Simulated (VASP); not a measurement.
**Mo6C: single point with PBE**

The system is Mo6C, a slab with vacuum.

```
Mo C
1.0
     4.46958    0.00000    0.00000
    -2.23479    3.87077    0.00000
     0.00000    0.00000   19.75957
Mo C
6 1
Direct
  0.66667 0.33333 0.20243
  0.33333 0.66667 0.24861
  0.00000 0.00000 0.29478
  0.66667 0.33333 0.33688
  0.33333 0.66667 0.37797
  0.00000 0.00000 0.41800
  0.44444 0.11111 0.44001
```

```yaml
Program: VASP 6.6.1
Task: single point
Functional: PBE
Potentials_or_basis: VASP PAW PBE potentials, release 64 (Mo_sv, C)
Cutoff: 520 eV
k_mesh: 6 × 6 × 1
Occupations: gaussian, width 0.1 eV
Spin: no spin polarisation
```

```json
{
 "Largest force": "2.550 eV/Å",
 "Band gap on the k mesh": "zero (bands 44 and 45 overlap by 0.07 eV)"
}
```

Forces on the atoms (eV/Å):
```
Mo   0.082 -0.026  1.684
Mo   0.047  0.136 -0.633
Mo  -0.107 -0.377 -2.310
Mo  -0.224  0.456 -0.381
Mo  -0.145 -0.521  0.306
Mo  -2.180  0.196  1.308
C    2.528  0.136  0.027
```

Levels at points of the mesh, in eV from the Fermi level:
```csv
k point,band 41,band 42,band 43,band 44,band 45,band 46,band 47,band 48
"(0.00, 0.00, 0.00)",-1.28,-1.24,-0.94,-0.56,0.39,0.70,1.10,1.18
"(0.50, 0.00, 0.00)",-1.31,-0.89,-0.27,-0.05,0.31,0.46,0.76,1.00
"(0.00, 0.50, 0.00)",-1.00,-0.96,-0.59,-0.14,-0.06,0.26,0.67,1.06
"(0.50, 0.50, 0.00)",-1.23,-0.98,-0.15,-0.11,0.21,0.55,0.86,1.13
```

It took 7.3 min on 1 thread of Intel(R) Xeon(R) 6975P-C (Granite Rapids) (shared host), peak memory 0.62 GiB.
